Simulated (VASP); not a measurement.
# Mg3Se (Pm-3m) in VASP: further runs

The runs below take Mg3Se through single point, relaxation of cell and atoms, with PBE.

Program: VASP 6.6.1. These are calculated values, not measurements. Logs are shortened: lines on timing, memory, paths and dates and some standing lists are left out, and cuts for length are marked.

### 1 The cell of the first run

The structure is cubic, space group Pm-3m (No. 221). Conventional cell: a = 4.471 Å, b = 4.471 Å, c = 4.471 Å, α = 90.00°, β = 90.00°, γ = 90.00°. Mg (site symmetry 4/mmm) has 8 Mg at 3.16 Å and 4 Se at 3.16 Å within 4.2 Å. Within 4.2 Å of Se (site symmetry m-3m) lie 12 Mg at 3.16 Å.

### 2 Single point, PBE

INCAR reads:

```
PREC = Accurate ; ENCUT = 520
EDIFF = 1E-6 ; ISMEAR = 0
SIGMA = 0.1 ; LREAL = False
LASPH = True ; NELM = 100
ALGO = Normal ; ISIF = 2
LWAVE = False ; LCHARG = False
GGA = PE ; NBANDS = 14
```

KPOINTS reads:

```
regular mesh
0
Gamma
  4 4 4
```

POSCAR reads:

```
Mg3Se
1.0
    4.4712208650      0.0000000000      0.0000000000
    0.0000000000      4.4712208650      0.0000000000
    0.0000000000      0.0000000000      4.4712208650
Mg Se
3 1
Direct
    0.0000000000      0.5000000000      0.5000000000
    0.5000000000      0.0000000000      0.5000000000
    0.5000000000      0.5000000000      0.0000000000
    0.0000000000      0.0000000000      0.0000000000
```

Potentials or basis: VASP PAW PBE potentials, release 64 (Mg, Se).

The run is started by

```sh
cat potpaw_PBE.64/Mg/POTCAR potpaw_PBE.64/Se/POTCAR > POTCAR
mpirun -np 1 vasp_std > vasp.out
```

OUTCAR:

```text
PREC = Accurate
   ENCUT = 520
   EDIFF = 1E-6
   ISMEAR = 0
   LREAL = False
   LASPH = True
   NELM = 100
   ISIF = 2
   GGA = PE

 ion  position               nearest neighbor table
   1  0.000  0.500  0.500-   2 3.16   3 3.16   4 3.16   3 3.16   4 3.16   2 3.16   4 3.16   4 3.16
                             2 3.16   3 3.16   3 3.16   2 3.16
   2  0.500  0.000  0.500-   1 3.16   3 3.16   4 3.16   3 3.16   4 3.16   1 3.16   3 3.16   3 3.16
                             1 3.16   4 3.16   4 3.16   1 3.16
   3  0.500  0.500  0.000-   1 3.16   2 3.16   4 3.16   1 3.16   2 3.16   2 3.16   4 3.16   2 3.16
                             1 3.16   4 3.16   1 3.16   4 3.16
   4  0.000  0.000  0.000-   1 3.16   2 3.16   3 3.16   1 3.16   2 3.16   1 3.16   3 3.16   1 3.16
                             2 3.16   3 3.16   2 3.16   3 3.16

  LATTYP: Found a simple cubic cell.
 ALAT       =     4.4712208650

  Lattice vectors:

 A1 = (   4.4712208650,   0.0000000000,   0.0000000000)
 A2 = (   0.0000000000,   4.4712208650,   0.0000000000)
 A3 = (   0.0000000000,   0.0000000000,   4.4712208650)

Analysis of symmetry for initial positions (statically):
=====================================================================
 Subroutine PRICEL returns:
 Original cell was already a primitive cell.

 Routine SETGRP: Setting up the symmetry group for a
 simple cubic supercell.

 Subroutine GETGRP returns: Found 48 space group operations
 (whereof 48 operations were pure point group operations)
 out of a pool of 48 trial point group operations.

The static configuration has the point symmetry O_h .

Analysis of symmetry for dynamics (positions and initial velocities):
=====================================================================
 Subroutine PRICEL returns:
 Original cell was already a primitive cell.

 Routine SETGRP: Setting up the symmetry group for a
 simple cubic supercell.

 Subroutine GETGRP returns: Found 48 space group operations
 (whereof 48 operations were pure point group operations)
 out of a pool of 48 trial point group operations.

The dynamic configuration has the point symmetry O_h .

 Subroutine INISYM returns: Found 48 space group operations
 (whereof 48 operations are pure point group operations),
 and found     1 'primitive' translations

----------------------------------------------------------------------------------------

                                     Primitive cell

  volume of cell :      89.3878

[... 91 lines left out ...]
   EFERMI =   0.00;   METHOD = LEGACY
   ISMEAR =     0;   SIGMA  =   0.10  broadening in eV -4-tet -1-fermi 0-gaus
   EFERMI_NEDOS =   21; number of points for ismear=-14 and -15
   IALGO  =     38    algorithm
   IMIX   =      4    mixing-type and parameters
     AMIX     =   0.40;   BMIX     =  1.00
     AMIX_MAG =   1.60;   BMIX_MAG =  1.00
  volume/ion in A,a.u.               =      22.35       150.80
  Fermi-wavevector in a.u.,A,eV,Ry     =   0.838254  1.584071  9.560409  0.702670
  Thomas-Fermi vector in A             =   1.952279
   LORBIT       =      0    0 simple, 1 ext, 2 COOP (PROOUT), +10 PAW based schemes
   GGA     = PE    functional components
   LHFCALC =     F    Hartree Fock is set to
   AEXX    =    0.0000 exact exchange contribution
   IVDW    =     0    specifies the selected vdW correction
   LEPSILON=     F    determine dielectric tensor
   LRPA    =     F    only Hartree local field effects (RPA)
 non-spin polarized calculation
 Gauss-broadening in eV      SIGMA  =   0.10
  energy-cutoff  :      520.00
  volume of cell :       89.39
 maximum number of plane-waves:      2469
 NGX is ok and might be reduce to    36
   NGX = 17   NGY = 17   NGZ = 17

 number of electron      11.9999999 magnetization

 Free energy of the ion-electron system (eV)
  ---------------------------------------------------
  ext. energy  EPLUGINS =         0.00000000
  ---------------------------------------------------
  free energy    TOTEN  =        -8.95794819 eV

  energy without entropy =       -8.94666147  energy(sigma->0) =       -8.95230483

 E-fermi :   3.9204     XC(G=0):  -8.9142

 val. band max:        3.8668932714   @ k =   0.5000   0.2500   0.2500
 cond. band min:       4.0429601236   @ k =   0.2500   0.2500   0.2500
 fundamental gap:      0.1760668522
 Fermi energy:         3.9204207377

 k-point     1 :       0.0000    0.0000    0.0000
  band No.  band energies     occupation
      1     -10.0528      2.00000
      2      -1.1433      2.00000
      3       0.0785      2.00000
      4       0.0785      2.00000
      5       0.0785      2.00000
      6       4.2093      0.00004
      7       4.2093      0.00004
      8       6.5645      0.00000
      9       6.5645      0.00000
     10       6.5645      0.00000
     11       8.2496      0.00000
     12       9.3441      0.00000
     13       9.3441      0.00000
     14       9.3441      0.00000
[... 139 lines left out ...]
      1      -9.5796      2.00000
      2      -1.0125      2.00000
      3      -1.0125      2.00000
      4      -1.0125      2.00000
      5       1.6778      2.00000
      6       2.1091      2.00000
      7       2.1091      2.00000
      8       2.1091      2.00000
      9       8.5770      0.00000
     10       8.5770      0.00000
     11       8.5770      0.00000
     12      11.4844      0.00000
     13      13.9544      0.00000
     14      13.9544      0.00000

------------------------ aborting loop because EDIFF is reached ----------------------------------------

  FORCE on cell =-STRESS in cart. coord.  units (eV):
  Direction    XX          YY          ZZ          XY          YZ          ZX
  --------------------------------------------------------------------------------------
  -------------------------------------------------------------------------------------
  Total       -0.2536910     -0.2536910     -0.2536910      0.0000000      0.0000000      0.0000000
  in kB       -4.5471290     -4.5471290     -4.5471290      0.0000000      0.0000000      0.0000000
  external PRESSURE =      -4.5471290 kB  Pullay stress =       0.0000000 kB

 VOLUME and BASIS-vectors are now :
 -----------------------------------------------------------------------------
  energy-cutoff  :      520.00
  volume of cell :       89.39
      direct lattice vectors                 reciprocal lattice vectors
     4.471220865  0.000000000  0.000000000     0.223652562  0.000000000  0.000000000
     0.000000000  4.471220865  0.000000000     0.000000000  0.223652562  0.000000000
     0.000000000  0.000000000  4.471220865     0.000000000  0.000000000  0.223652562

 POSITION                                       TOTAL-FORCE (eV/Angst)
 -----------------------------------------------------------------------------------
      0.00000      2.23561      2.23561         0.000000      0.000000      0.000000
      2.23561      0.00000      2.23561         0.000000      0.000000      0.000000
      2.23561      2.23561      0.00000         0.000000      0.000000      0.000000
      0.00000      0.00000      0.00000         0.000000      0.000000      0.000000
 -----------------------------------------------------------------------------------
    total drift:                                0.000000     -0.000000     -0.000000

  FREE ENERGIE OF THE ION-ELECTRON SYSTEM (eV)
  ---------------------------------------------------
  free  energy   TOTEN  =        -8.9579481913 eV

  energy  without entropy=       -8.9466614701  energy(sigma->0) =       -8.95230483
```

OSZICAR:

```text
N       E                     dE             d eps       ncg     rms          rms(c)
DAV:   1     0.200631030490E+02    0.20063E+02   -0.42056E+03   280   0.674E+02
DAV:   2    -0.691192079803E+01   -0.26975E+02   -0.25223E+02   366   0.899E+01
DAV:   3    -0.913541124364E+01   -0.22235E+01   -0.22034E+01   358   0.221E+01
DAV:   4    -0.915209897893E+01   -0.16688E-01   -0.16687E-01   310   0.241E+00
DAV:   5    -0.915221401589E+01   -0.11504E-03   -0.11504E-03   358   0.216E-01    0.404E+00
DAV:   6    -0.898886416612E+01    0.16335E+00   -0.31734E-01   320   0.211E+00    0.241E+00
DAV:   7    -0.896423554101E+01    0.24629E-01   -0.66676E-02   334   0.110E+00    0.851E-01
DAV:   8    -0.895822005262E+01    0.60155E-02   -0.10623E-02   322   0.459E-01    0.838E-02
DAV:   9    -0.895797449140E+01    0.24556E-03   -0.16527E-03   328   0.189E-01    0.724E-02
DAV:  10    -0.895794982805E+01    0.24663E-04   -0.20095E-04   340   0.703E-02    0.903E-03
DAV:  11    -0.895794823557E+01    0.15925E-05   -0.19764E-05   340   0.235E-02    0.312E-03
DAV:  12    -0.895794819134E+01    0.44232E-07   -0.13301E-06   284   0.625E-03
   1 F= -.89579482E+01 E0= -.89523048E+01  d E =-.112867E-01
```

Wall time 14 s (1 thread of Intel Xeon 8259CL, shared host); peak memory 0.2 GiB.

Results:

* Free energy: -8.9579 eV
* Pressure: -0.5 GPa
* Band gap on the k mesh: zero (bands 6 and 7 overlap by 2.10 eV)

Levels at points of the mesh, in eV from the Fermi level:
| k point | band 4 | band 5 | band 6 | band 7 | band 8 | band 9 |
| --- | --- | --- | --- | --- | --- | --- |
| (0.00, 0.00, 0.00) | -3.84 | -3.84 | 0.29 | 0.29 | 2.64 | 2.64 |
| (0.50, 0.00, 0.00) | -3.45 | -2.42 | -1.17 | 0.92 | 0.92 | 1.44 |
| (0.50, 0.50, 0.00) | -3.84 | -3.15 | 0.19 | 1.39 | 1.39 | 2.56 |
| (0.50, 0.50, 0.50) | -4.93 | -2.24 | -1.81 | -1.81 | -1.81 | 4.66 |

### 3 Relaxation of cell and atoms, PBE

This run uses another cell than the first one, of 20.06 Å³/atom.

INCAR reads:

```
SYSTEM = Mg3Se
ALGO = Normal ; EDIFF = 1E-6
EDIFFG = -0.04 ; ENCUT = 600
GGA = PE ; IBRION = 2
ISIF = 3 ; ISMEAR = 0
LASPH = .True. ; LCHARG = .False.
LREAL = .False. ; LWAVE = .False.
NELM = 100 ; NSW = 90
PREC = Accurate ; SIGMA = 0.1
```

KPOINTS reads:

```
k-points
0
Gamma
  4 4 4
  0 0 0
```

POSCAR reads:

```
Mg3Se
1.0
    4.3128833469      0.0000000000      0.0000000000
    0.0000000000      4.3128833469      0.0000000000
    0.0000000000      0.0000000000      4.3128833469
Mg Se
3 1
Direct
    0.0000000000      0.5000000000      0.5000000000
    0.5000000000      0.0000000000      0.5000000000
    0.5000000000      0.5000000000      0.0000000000
    0.0000000000      0.0000000000      0.0000000000
```

Potentials or basis: VASP PAW PBE potentials, release 64 (Mg, Se).

The run is started by

```sh
cat potpaw_PBE.64/Mg/POTCAR potpaw_PBE.64/Se/POTCAR > POTCAR
mpirun -np 1 vasp_std > vasp.out
```

Run time: 28 s. Hardware: 1 thread of Intel Xeon 8259CL, shared host; peak memory 0.21 GiB.

It converged, with:

```
Free energy                           : -8.9594 eV
Relaxed volume                        : 22.12 Å³/atom
Relaxed cell                          : a = 4.456 Å, b = 4.456 Å, c = 4.456 Å, α = 90.00°, β = 90.00°, γ = 90.00°
Space group after relaxing (to 0.1 Å) : Pm-3m (No. 221)
Energy gained by relaxing             : 27.5 meV/atom
Ionic steps                           : 3
Pressure after relaxing               : 0.0 GPa
Band gap on the k mesh                : zero (bands 6 and 7 overlap by 2.10 eV)
```

The path:
```csv
step,energy change (eV),largest force (eV/Å),pressure (GPa),volume (Å³)
1,0.0000,0.0000,4.64,80.22
2,-0.1079,0.0000,0.58,87.16
3,-0.1101,0.0000,-0.05,88.46
```

Final structure:
```
Mg Se
1.0
     4.45575    0.00000    0.00000
     0.00000    4.45575    0.00000
     0.00000    0.00000    4.45575
Mg Se
3 1
Direct
  0.00000 0.50000 0.50000
  0.50000 0.00000 0.50000
  0.50000 0.50000 0.00000
  0.00000 0.00000 0.00000
```

Levels at points of the mesh, in eV from the Fermi level:
| k point | band 3 | band 4 | band 5 | band 6 | band 7 | band 8 | band 9 | band 10 |
| --- | --- | --- | --- | --- | --- | --- | --- | --- |
| (0.00, 0.00, 0.00) | -3.89 | -3.89 | -3.89 | 0.27 | 0.27 | 2.66 | 2.66 | 2.66 |
| (0.50, 0.00, 0.00) | -3.49 | -3.49 | -2.43 | -1.19 | 0.90 | 0.90 | 1.41 | 3.20 |
| (0.50, 0.50, 0.00) | -5.71 | -3.88 | -3.19 | 0.18 | 1.41 | 1.41 | 2.55 | 2.55 |
| (0.50, 0.50, 0.50) | -4.99 | -4.99 | -2.27 | -1.83 | -1.83 | -1.83 | 4.70 | 4.70 |

Caveat: the k points lie up to 0.35 Å⁻¹ apart in the final cell, too coarse for converged energies and pressures of a metal.
